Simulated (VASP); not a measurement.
# Li2TaBr6 (P-3m1) in VASP: single point with PBE

Aim: the single point of Li2TaBr6 with PBE.

All numbers are computed with VASP 6.6.1; they aren't measurements. Logs are shortened: lines on timing, memory, paths and dates and some standing lists are left out, and cuts for length are marked.

## Step 1: The cell of the first run

The structure is trigonal, space group P-3m1 (No. 164). The conventional cell has a = 7.425 Å, b = 7.425 Å, c = 6.237 Å, α = 90.00°, β = 90.00°, γ = 120.00°. Within 4.9 Å of Li (site symmetry 3m) lie 12 Br at 3.71 to 3.78 Å and 3 Ta at 4.56 Å. Ta (site symmetry -3m) has 6 Br at 2.65 Å within 3.5 Å. Br (site symmetry m) has 1 Ta at 2.65 Å within 3.5 Å.

## Step 2: Single point, PBE

INCAR

```
SYSTEM = Li2TaBr6
PREC = Accurate ; ENCUT = 520
EDIFF = 1E-6 ; ISMEAR = 0
SIGMA = 0.1 ; LREAL = .FALSE.
LASPH = .TRUE. ; NELM = 80
ALGO = Normal ; ISIF = 2
LWAVE = .FALSE. ; LCHARG = .FALSE.
GGA = PE ; NBANDS = 40
```

KPOINTS

```
Automatic mesh
0
G
  3 3 4
  0 0 0
```

POSCAR

```
Li2TaBr6
1.0
    7.4245050000      0.0000000000      0.0000000000
   -3.7122525000      6.4298099400      0.0000000000
    0.0000000000      0.0000000000      6.2365842000
Li Ta Br
2 1 6
Direct
    0.3333333300      0.6666666700      0.7500000000
    0.6666666700      0.3333333300      0.2500000000
    0.0000000000      0.0000000000      0.5000000000
    0.8333333300      0.6666666700      0.7500000000
    0.3333333300      0.1666666700      0.7500000000
    0.8333333300      0.1666666700      0.7500000000
    0.1666666700      0.3333333300      0.2500000000
    0.6666666700      0.8333333300      0.2500000000
    0.1666666700      0.8333333300      0.2500000000
```

Potentials or basis: VASP PAW PBE potentials, release 64 (Li_sv, Ta_pv, Br).

Run with:

```console
cat potpaw_PBE.64/Li_sv/POTCAR potpaw_PBE.64/Ta_pv/POTCAR potpaw_PBE.64/Br/POTCAR > POTCAR
mpirun -np 1 vasp_std > vasp.out
```

OUTCAR:

```text
SYSTEM = Li2TaBr6
   PREC = Accurate
   ENCUT = 520
   EDIFF = 1E-6
   ISMEAR = 0
   LREAL = .FALSE.
   LASPH = .TRUE.
   NELM = 80
   ISIF = 2
   GGA = PE

 ion  position               nearest neighbor table
   1  0.333  0.667  0.750-
   2  0.667  0.333  0.250-
   3  0.000  0.000  0.500-   4 2.65   7 2.65   5 2.65   8 2.65   6 2.65   9 2.65
   4  0.833  0.667  0.750-   3 2.65
   5  0.333  0.167  0.750-   3 2.65
   6  0.833  0.167  0.750-   3 2.65
   7  0.167  0.333  0.250-   3 2.65
   8  0.667  0.833  0.250-   3 2.65
   9  0.167  0.833  0.250-   3 2.65

  LATTYP: Found a hexagonal cell.
 ALAT       =     7.4245050000
 C/A-ratio  =     0.8400000000

  Lattice vectors:

 A1 = (   7.4245050000,   0.0000000000,   0.0000000000)
 A2 = (  -3.7122525000,   6.4298099400,   0.0000000000)
 A3 = (   0.0000000000,   0.0000000000,   6.2365842000)

Analysis of symmetry for initial positions (statically):
=====================================================================
 Subroutine PRICEL returns:
 Original cell was already a primitive cell.

 Routine SETGRP: Setting up the symmetry group for a
 hexagonal supercell.

 Subroutine GETGRP returns: Found 12 space group operations
 (whereof 12 operations were pure point group operations)
 out of a pool of 24 trial point group operations.

The static configuration has the point symmetry D_3d.

Analysis of symmetry for dynamics (positions and initial velocities):
=====================================================================
 Subroutine PRICEL returns:
 Original cell was already a primitive cell.

 Routine SETGRP: Setting up the symmetry group for a
 hexagonal supercell.

 Subroutine GETGRP returns: Found 12 space group operations
 (whereof 12 operations were pure point group operations)
 out of a pool of 24 trial point group operations.

The dynamic configuration has the point symmetry D_3d.

 Subroutine INISYM returns: Found 12 space group operations
 (whereof 12 operations are pure point group operations),
 and found     1 'primitive' translations

----------------------------------------------------------------------------------------

                                     Primitive cell

  volume of cell :     297.7230

  direct lattice vectors                    reciprocal lattice vectors
     7.424505000  0.000000000  0.000000000     0.134689114  0.077762796  0.000000000
    -3.712252500  6.429809940  0.000000000     0.000000000  0.155525592  0.000000000
     0.000000000  0.000000000  6.236584200     0.000000000  0.000000000  0.160344183

  length of vectors
     7.424505000  7.424505000  6.236584200     0.155525592  0.155525592  0.160344183

  position of ions in fractional coordinates (direct lattice)
     0.333333330  0.666666670  0.750000000
     0.666666670  0.333333330  0.250000000
     0.000000000  0.000000000  0.500000000
     0.833333330  0.666666670  0.750000000
     0.333333330  0.166666670  0.750000000
     0.833333330  0.166666670  0.750000000
     0.166666670  0.333333330  0.250000000
     0.666666670  0.833333330  0.250000000
     0.166666670  0.833333330  0.250000000

  ion indices of the primitive-cell ions
   primitive index   ion index
                 1           1
                 2           2
                 3           3
                 4           4
                 5           5
                 6           6
                 7           7
                 8           8
                 9           9

----------------------------------------------------------------------------------------

 KPOINTS: Automatic mesh

Automatic generation of k-mesh.
 Grid dimensions read from file:
 generate k-points for:    3    3    4

 Generating k-lattice:

  Cartesian coordinates                     Fractional coordinates (reciprocal lattice)
     0.044896371  0.025920932  0.000000000     0.333333333  0.000000000  0.000000000
     0.000000000  0.051841864  0.000000000     0.000000000  0.333333333  0.000000000
     0.000000000  0.000000000  0.040086046     0.000000000  0.000000000  0.250000000

  Length of vectors
     0.051841864  0.051841864  0.040086046

  Shift w.r.t. Gamma in fractional coordinates (k-lattice)
     0.000000000  0.000000000  0.000000000

 Subroutine IBZKPT returns following result:
 ===========================================

 Found     10 irreducible k-points:

 Following reciprocal coordinates:
            Coordinates               Weight
  0.000000  0.000000  0.000000      1.000000
  0.333333  0.000000  0.000000      6.000000
  0.333333  0.333333  0.000000      2.000000
  0.000000  0.000000  0.250000      2.000000
  0.333333  0.000000  0.250000      6.000000
  0.000000  0.333333  0.250000      6.000000
  0.333333  0.333333  0.250000      4.000000
  0.000000  0.000000  0.500000      1.000000
  0.333333  0.000000  0.500000      6.000000
  0.333333  0.333333  0.500000      2.000000
   k-points           NKPTS =     10   k-points in BZ     NKDIM =     10   number of bands    NBANDS=     40
   number of dos      NEDOS =    301   number of ions     NIONS =      9
   total plane-waves  NPLWV = 150528
   dimension x,y,z NGX =    56 NGY =   56 NGZ =   48
   dimension x,y,z NGXF=   112 NGYF=  112 NGZF=   96
   ions per type =               2   1   6
   NGX,Y,Z   is equivalent  to a cutoff of  12.54, 12.54, 12.80 a.u.
   NGXF,Y,Z  is equivalent  to a cutoff of  25.08, 25.08, 25.59 a.u.
 SYSTEM =  Li2TaBr6
   PREC   = accura    normal or accurate (medium, high low for compatibility)
   ISTART =      0    job   : 0-new  1-cont  2-samecut
   ICHARG =      2    charge: 1-file 2-atom 10-const
   ISPIN  =      1    spin polarized calculation?
   LNONCOLLINEAR =      F non collinear calculations
   LSORBIT =      F    spin-orbit coupling
   LASPH  =      T    aspherical Exc in radial PAW
   ENCUT  =  520.0 eV  38.22 Ry    6.18 a.u.  13.80 13.80 11.60*2*pi/ulx,y,z
   NELM   =     80;   NELMIN=  2; NELMDL= -5     # of ELM steps
   EDIFF  = 0.1E-05   stopping-criterion for ELM
   LREAL  =      F    real-space projection
   EDIFFG = 0.1E-04   stopping-criterion for IOM
   NSW    =      0    number of steps for IOM
   IBRION =     -1    ionic relax: 0-MD 1-quasi-New 2-CG
   NFREE  =      0    steps in history (QN), initial steepest desc. (CG)
   ISIF   =      2    stress and relaxation
   ISYM   =      2    0-nonsym 1-usesym 2-fastsym
   POTIM  = 0.5000    time-step for ionic-motion
   TEBEG  =    0.0;   TEEND  =   0.0 temperature during run
   PSTRESS=    0.0 pullay stress
   NELECT =      59.0000    total number of electrons
   NUPDOWN=      -1.0000    fix difference up-down
   EMIN   =  10.00;   EMAX   =-10.00  energy-range for DOS
   EFERMI =   0.00;   METHOD = LEGACY
   ISMEAR =     0;   SIGMA  =   0.10  broadening in eV -4-tet -1-fermi 0-gaus
   EFERMI_NEDOS =   21; number of points for ismear=-14 and -15
   IALGO  =     38    algorithm
   IMIX   =      4    mixing-type and parameters
     AMIX     =   0.40;   BMIX     =  1.00
     AMIX_MAG =   1.60;   BMIX_MAG =  1.00
  volume/ion in A,a.u.               =      33.08       223.24
  Fermi-wavevector in a.u.,A,eV,Ry     =   0.954453  1.803655 12.394651  0.910981
  Thomas-Fermi vector in A             =   2.083201
   LORBIT       =      0    0 simple, 1 ext, 2 COOP (PROOUT), +10 PAW based schemes
   GGA     = PE    functional components
   LHFCALC =     F    Hartree Fock is set to
   AEXX    =    0.0000 exact exchange contribution
   IVDW    =     0    specifies the selected vdW correction
   LEPSILON=     F    determine dielectric tensor
   LRPA    =     F    only Hartree local field effects (RPA)
 non-spin polarized calculation
 Gauss-broadening in eV      SIGMA  =   0.10
  energy-cutoff  :      520.00
  volume of cell :      297.72
 maximum number of plane-waves:      8052
 NGX is ok and might be reduce to    56
   NGX = 27   NGY = 27   NGZ = 23

 number of electron      58.9999985 magnetization

 Free energy of the ion-electron system (eV)
  ---------------------------------------------------
  ext. energy  EPLUGINS =         0.00000000
  ---------------------------------------------------
  free energy    TOTEN  =       -33.25308943 eV

  energy without entropy =      -33.19890494  energy(sigma->0) =      -33.22599718

 E-fermi :   1.6852     XC(G=0):  -7.4408

 val. band max:        1.6812356983   @ k =   0.3333   0.0000   0.2500
 cond. band min:       1.6853325556   @ k =   0.0000   0.0000   0.2500
 fundamental gap:      0.0040968573
 Fermi energy:         1.6852299506

 k-point     1 :       0.0000    0.0000    0.0000
  band No.  band energies     occupation
      1     -47.9769      2.00000
      2     -47.9769      2.00000
      3     -34.9419      2.00000
      4     -34.9218      2.00000
      5     -34.9218      2.00000
      6     -14.3120      2.00000
[... 32 lines left out ...]
     39       6.4181      0.00000
     40       6.4189      0.00000

 k-point     2 :       0.3333    0.0000    0.0000
  band No.  band energies     occupation
      1     -47.9769      2.00000
      2     -47.9769      2.00000
      3     -34.9419      2.00000
      4     -34.9218      2.00000
      5     -34.9218      2.00000
      6     -14.2295      2.00000
[... 32 lines left out ...]
     39       5.7434      0.00000
     40       5.8462      0.00000

 k-point     3 :       0.3333    0.3333    0.0000
  band No.  band energies     occupation
      1     -47.9769      2.00000
      2     -47.9769      2.00000
      3     -34.9419      2.00000
      4     -34.9218      2.00000
      5     -34.9218      2.00000
      6     -14.1686      2.00000
[... 251 lines left out ...]
  band No.  band energies     occupation
      1     -47.9769      2.00000
      2     -47.9769      2.00000
      3     -34.9419      2.00000
      4     -34.9218      2.00000
      5     -34.9218      2.00000
      6     -14.0704      2.00000
[... 32 lines left out ...]
     39       5.6433      0.00000
     40       6.0779      0.00000

 k-point    10 :       0.3333    0.3333    0.5000
  band No.  band energies     occupation
      1     -47.9770      2.00000
      2     -47.9770      2.00000
      3     -34.9420      2.00000
      4     -34.9218      2.00000
      5     -34.9218      2.00000
      6     -14.0061      2.00000
[... 32 lines left out ...]
     39       5.4286      0.00000
     40       5.5142      0.00000

------------------------ aborting loop because EDIFF is reached ----------------------------------------

  FORCE on cell =-STRESS in cart. coord.  units (eV):
  Direction    XX          YY          ZZ          XY          YZ          ZX
  --------------------------------------------------------------------------------------
  -------------------------------------------------------------------------------------
  Total       -5.0951330     -5.0951330     -5.6429979      0.0000000      0.0000000      0.0000000
  in kB      -27.4191305    -27.4191305    -30.3674303      0.0000000      0.0000000      0.0000000
  external PRESSURE =     -28.4018971 kB  Pullay stress =       0.0000000 kB

 VOLUME and BASIS-vectors are now :
 -----------------------------------------------------------------------------
  energy-cutoff  :      520.00
  volume of cell :      297.72
      direct lattice vectors                 reciprocal lattice vectors
     7.424505000  0.000000000  0.000000000     0.134689114  0.077762796  0.000000000
    -3.712252500  6.429809940  0.000000000     0.000000000  0.155525592  0.000000000
     0.000000000  0.000000000  6.236584200     0.000000000  0.000000000  0.160344183

 POSITION                                       TOTAL-FORCE (eV/Angst)
 -----------------------------------------------------------------------------------
     -0.00000      4.28654      4.67744        -0.000000      0.000000     -0.167439
      3.71225      2.14327      1.55915        -0.000000     -0.000000      0.167439
      0.00000      0.00000      3.11829        -0.000000      0.000000      0.000000
      3.71225      4.28654      4.67744        -0.000000      0.481273     -0.662938
      1.85613      1.07164      4.67744        -0.416795     -0.240637     -0.662938
      5.56838      1.07164      4.67744         0.416795     -0.240637     -0.662938
      0.00000      2.14327      1.55915        -0.000000     -0.481273      0.662938
      1.85613      5.35817      1.55915         0.416795      0.240637      0.662938
     -1.85613      5.35817      1.55915        -0.416795      0.240637      0.662938
 -----------------------------------------------------------------------------------
    total drift:                                0.000000      0.000000     -0.000000

  FREE ENERGIE OF THE ION-ELECTRON SYSTEM (eV)
  ---------------------------------------------------
  free  energy   TOTEN  =       -33.2530894271 eV

  energy  without entropy=      -33.1989049354  energy(sigma->0) =      -33.22599718
```

Wall time 2.4 min (1 thread of AMD EPYC 7R13, shared host); peak memory 0.41 GiB.

What came out:

```yaml
Free_energy: -33.2531 eV
Largest_force: 0.819 eV/Å
Band_gap_on_the_k_mesh: zero (an odd number of electrons rules out a gap without spin polarisation)
```

Forces in eV/Å, atoms in the order of the input:
```
Li   0.000  0.000 -0.167
Li   0.000  0.000  0.167
Ta   0.000  0.000  0.000
Br   0.000  0.481 -0.663
Br  -0.417 -0.241 -0.663
Br   0.417 -0.241 -0.663
Br   0.000 -0.481  0.663
Br   0.417  0.241  0.663
Br  -0.417  0.241  0.663
```

Caveat: the cutoff is under 1.25 times the usual one of these potentials, so pressure, stress and relaxed cells hold a basis-set (Pulay) error; spin-orbit coupling is left out, which moves the levels of the heavy elements; an odd number of electrons without spin polarisation forces a metal; a magnetic or distorted state may lie lower.
